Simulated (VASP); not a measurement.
**CoPdO2: single point with BLYP+D3(BJ)+U**

CoPdO2:

```xyz
4
Lattice="1.4514 0.8380 6.0054 -1.4514 0.8380 6.0054 0.0000 -1.6759 6.0054" Properties=species:S:1:pos:R:3 pbc="T T T"
Co    0.0000    0.0000    9.0082
Pd    0.0000    0.0000    0.0000
O     0.0000    0.0000    2.0270
O     0.0000    0.0000   15.9893
```

This cell differs from its parent crystal: volume scaled by 1.04.

* Program: VASP 6.6.1
* Task: single point
* Functional: BLYP
* Dispersion: D3(BJ)
* Potentials or basis: VASP PAW PBE potentials, release 64 (Co, Pd, O)
* Cutoff: 520 eV
* k mesh: 10 × 10 × 10
* Occupations: gaussian, width 0.05 eV
* Spin: collinear spin, zero start
* Starting moments: [0.0, 0.0, 0.0, 0.0] μB
* Hubbard terms: Co d U = 3.3 eV
* Dipole correction: no
* Further INCAR settings: ALGO = Normal; EDIFF = 1e-06; NBANDS = 28

```yaml
Pressure: -7.4 GPa
Largest_force: 0.036 eV/Å
Net_moment: 0.00 μB per cell
Valence_electrons_inside_the_program's_atomic_spheres: Co 8.26; Pd 9.29; O 5.00
Dispersion_energy_per_atom: -0.590 eV
```

Forces on the atoms (eV/Å):
```
Co   0.000  0.000  0.000
Pd   0.000  0.000  0.000
O    0.000  0.000  0.036
O    0.000  0.000 -0.036
```

Stress tensor (GPa, compression positive):
```
-7.69  0.00  0.00
 0.00 -7.69  0.00
 0.00  0.00 -6.87
```

Levels at points of the mesh, in eV from the Fermi level:
Spin up:
```tsv
k point	band 12	band 13	band 14	band 15	band 16	band 17	band 18	band 19	band 20	band 21
(0.00, 0.00, 0.00)	-2.31	-2.31	-2.14	-1.39	-1.39	2.25	2.25	2.92	6.77	9.18
(0.50, 0.00, 0.00)	-2.02	-1.92	-1.20	-0.36	0.81	1.55	1.94	3.73	8.16	10.70
(0.50, 0.50, 0.00)	-2.41	-1.77	-1.61	-0.36	0.31	2.09	2.21	3.78	8.78	10.05
(0.50, 0.50, 0.50)	-2.33	-2.33	-1.66	-0.66	-0.66	2.01	2.01	4.14	5.52	9.58
```
Spin down:
```csv
k point,band 14,band 15,band 16,band 17,band 18,band 19
"(0.00, 0.00, 0.00)",-2.14,-1.39,-1.39,2.25,2.25,2.92
"(0.50, 0.00, 0.00)",-1.20,-0.36,0.81,1.55,1.94,3.73
"(0.50, 0.50, 0.00)",-1.61,-0.36,0.31,2.09,2.21,3.78
"(0.50, 0.50, 0.50)",-1.66,-0.66,-0.66,2.01,2.01,4.14
```

Eigenvalues of the final occupation matrices:
```tsv
site	spin	trace	eigenvalues
site 1 d	1	3.66	0.38 0.38 0.97 0.97 0.97
site 1 d	2	3.66	0.38 0.38 0.97 0.97 0.97
```

It took 8.9 min on 1 thread of Intel(R) Xeon(R) 6975P-C (Granite Rapids), on a shared host, peak memory 0.57 GiB.

Caveat: the PAW data sets were made with another functional, which shifts forces and pressure a little; pairwise dispersion overbinds metals, which lowers pressure and volume.
